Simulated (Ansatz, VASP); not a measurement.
## Hf in VASP and in Ansatz

```
Hf
1.0
    -1.85915    1.80500    1.80500
     1.80500   -1.85915    1.80500
     1.80500    1.80500   -1.85915
Hf
1
Cartesian
  0.0000 0.0000 0.0000
```

Change from the starting cell: equal xy, yz and zx shear strains of -3 %, crystal datasets.

Alike in both runs: task electric field gradients; functional PBE; k mesh 14 × 14 × 14; occupations fermi-dirac, width 0.05 eV; no spin polarisation.

```csv
,VASP,Ansatz
version,VASP 6.6.1,Ansatz 0.2.0
potentials or method,"VASP PAW PBE potentials, release 64 (Hf_pv), cutoff 520 eV","all-electron PAW with datasets made for the crystal, scalar-relativistic"
```

VASP gave:

| Item | Value |
| --- | --- |
| pressure (GPa) | -5.2 |
| traceless stress, the component that is largest in VASP (GPa) | 1.34 |
| size of Vzz on the site where it differs most (V/Å²) | 71.8 |

Task: What did Ansatz give for the same quantities?

Result: Pressure (GPa): -4.8; traceless stress, the component that is largest in VASP (GPa): 1.36; size of Vzz on the site where it differs most (V/Å²): 73.9.

Ansatz ran all-electron here, and VASP with PAW potentials.

Spin-orbit coupling is off throughout.
